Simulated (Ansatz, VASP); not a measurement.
Lu2Si3P in VASP and in Ansatz

INCAR

```
  PREC = Accurate
  ENCUT = 600
  EDIFF = 1E-6
  ISMEAR = 0
  SIGMA = 0.1
  LREAL = F
  LASPH = T
  NELM = 100
  ALGO = Normal
  ISIF = 3
  LWAVE = F
  LCHARG = F
  GGA = PE
  IBRION = 2
  NSW = 90
  EDIFFG = -0.04
```

File KPOINTS:

```
Automatic mesh
0
Gamma
  6 6 4
```

POSCAR

```
Lu2Si3P
1.0
    5.3650630352      0.0000000000      0.0000000000
   -2.6825315176      4.6462808814      0.0000000000
    0.0000000000      0.0000000000      4.8190444428
Lu Si P
2 3 1
Direct
    0.6666666667      0.3333333333      0.0000000000
    0.3333333333      0.6666666667      0.0000000000
    0.0000000000      0.5000000000      0.5000000000
    0.5000000000      0.5000000000      0.5000000000
    0.5000000000      0.0000000000      0.5000000000
    0.0000000000      0.0000000000      0.0000000000
```

Input for Ansatz:

```yaml
crystal:
  lattice:
    - [5.3650630352, 0.0, 0.0]
    - [-2.6825315176, 4.6462808814, 0.0]
    - [0.0, 0.0, 4.8190444428]
  atoms:
    - { symbol: Lu, position: [0.6666666667, 0.3333333333, 0.0] }
    - { symbol: Lu, position: [0.3333333333, 0.6666666667, 0.0] }
    - { symbol: Si, position: [0.0, 0.5, 0.5] }
    - { symbol: Si, position: [0.5, 0.5, 0.5] }
    - { symbol: Si, position: [0.5, 0.0, 0.5] }
    - { symbol: P, position: [0.0, 0.0, 0.0] }
basis:
  ecutwfc: 420
kpoints:
  mp_grid: { grid: [6, 6, 4] }
hamiltonian:
  xc: pbe
scf:
  occupations: { method: gaussian, width: 0.1 }
  lower_state_search: "off"
output:
  forces: true
  stress: true
  eigenvalues: true
relax:
  adjacent_minimum: "off"
  f_tol: 0.04
  max_steps: 70
  cell: { stress_tol: 0.4 }
```

Change from the starting cell: species swapped into the YSi2Rh3 type (P6/mmm, No. 191).

Alike in both runs: task relaxation of cell and atoms; functional PBE; k mesh 6 × 6 × 4; occupations gaussian, width 0.1 eV; no spin polarisation.

```csv
,VASP,Ansatz
version,VASP 6.6.1,Ansatz 0.2.0
potentials or method,"VASP PAW PBE potentials, release 64 (Lu, Si, P), cutoff 600 eV","scalar-relativistic, plane waves, PAW"
valence electrons in the cell,67,67
```

|  | VASP | Ansatz | Ansatz less VASP |
| --- | --- | --- | --- |
| gap on the k mesh at the Fermi level, each at its own relaxed structure (eV) | none | none | - |
| relaxed volume (Å³/atom) | 19.67 | 19.63 | -0.044 |
| relaxed length of the cell vector where the two differ most in proportion (Å) | 4.998 | 4.985 | -0.0126 |

A gap of «none» marks a metal or a gap that the smearing closes.

Neither program's run includes spin-orbit coupling.
